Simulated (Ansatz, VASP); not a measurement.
**AgPt3 in VASP and in Ansatz**

```
CELL_PARAMETERS angstrom
3.91296 0.00000 0.00000
0.00000 3.91296 0.00000
0.00000 0.00000 3.91296
ATOMIC_POSITIONS crystal
Ag 0.00000 0.00000 0.00000
Pt 0.00000 0.50000 0.50000
Pt 0.50000 0.00000 0.50000
Pt 0.50000 0.50000 0.00000
```

Change from the starting cell: volume scaled by 1.01, crystal datasets.

Alike in both runs: task electric field gradients; functional LDA; k mesh 9 × 9 × 9; occupations fermi-dirac, width 0.08 eV; no spin polarisation.

|  | VASP | Ansatz |
| --- | --- | --- |
| version | VASP 6.6.1 | Ansatz 0.2.0 |
| potentials or method | VASP PAW LDA potentials, release 64 (Ag, Pt), cutoff 520 eV | all-electron PAW with datasets made for the crystal, scalar-relativistic |

```tsv
	VASP	Ansatz	Ansatz less VASP
pressure (GPa)	0.2	-0.3	-0.56
size of Vzz on the site where it differs most (V/Å²)	14.6	10.8	-3.76
```

LDA's correlation is that of Perdew and Zunger in VASP and of Perdew and Wang (1992) in Ansatz. Ansatz ran all-electron here, and VASP with PAW potentials.

Neither program's run includes spin-orbit coupling.
